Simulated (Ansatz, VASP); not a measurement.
# Two plane-wave programs on Cd3Si

The input INCAR:

```
SYSTEM = Cd3Si
PREC = Accurate
ENCUT = 500
EDIFF = 1E-6
ISMEAR = 0
SIGMA = 0.1
LREAL = .FALSE.
LASPH = .TRUE.
NELM = 120
ALGO = Normal
ISIF = 2
LWAVE = .FALSE.
LCHARG = .FALSE.
GGA = PE
NBANDS = 28
GGA_COMPAT = .FALSE.
```

File KPOINTS:

```
Automatic mesh
0
G
  6 6 4
  0 0 0
```

The input POSCAR:

```
Cd3Si
1.0
    4.6263087320      0.0000000000      0.0000000000
   -2.3131543660      4.0065008878      0.0000000000
    0.0000000000      0.0000000000      4.8825887897
Cd Si
3 1
Direct
    0.0000000000      0.0000000000      0.5000000000
    0.3333333333      0.6666666667      0.0000000000
    0.6666666667      0.3333333333      0.0000000000
    0.0000000000      0.0000000000      0.0000000000
```

Input for Ansatz:

```yaml
crystal:
  lattice:
    - [4.626308732, 0.0, 0.0]
    - [-2.313154366, 4.0065008878, 0.0]
    - [0.0, 0.0, 4.8825887897]
  atoms:
    - { symbol: Cd, position: [0.0, 0.0, 0.5] }
    - { symbol: Cd, position: [0.3333333333, 0.6666666667, 0.0] }
    - { symbol: Cd, position: [0.6666666667, 0.3333333333, 0.0] }
    - { symbol: Si, position: [0.0, 0.0, 0.0] }
basis:
  ecutwfc: 420
kpoints:
  mp_grid: { grid: [6, 6, 4] }
hamiltonian:
  xc: pbe
scf:
  occupations: { method: gaussian, width: 0.1 }
  lower_state_search: "off"
output:
  forces: true
  stress: true
  eigenvalues: true
```

Alike in both runs: task single point; functional PBE; k mesh 6 × 6 × 4; occupations gaussian, width 0.1 eV; no spin polarisation.

|  | VASP | Ansatz |
| --- | --- | --- |
| version | VASP 6.6.1 | Ansatz 0.2.0 |
| potentials or method | VASP PAW PBE potentials, release 64 (Cd, Si), cutoff 500 eV | scalar-relativistic, plane waves, PAW |
| valence electrons in the cell | 40 | 64 |

Ansatz gave:

- gap on the k mesh at the Fermi level (eV): none
- pressure (GPa): 14.4
- traceless stress, the component that is largest in VASP (GPa): -2.68

**Question.** What did VASP give for the same quantities?

**Answer.** gap on the k mesh at the Fermi level (eV): none; pressure (GPa): 14.9; traceless stress, the component that is largest in VASP (GPa): -2.82.

A gap of «none» marks a metal or a gap that the smearing closes. VASP's potentials hold 40 valence electrons a cell and Ansatz's 64, so a difference there can come from the potentials and not from the codes.
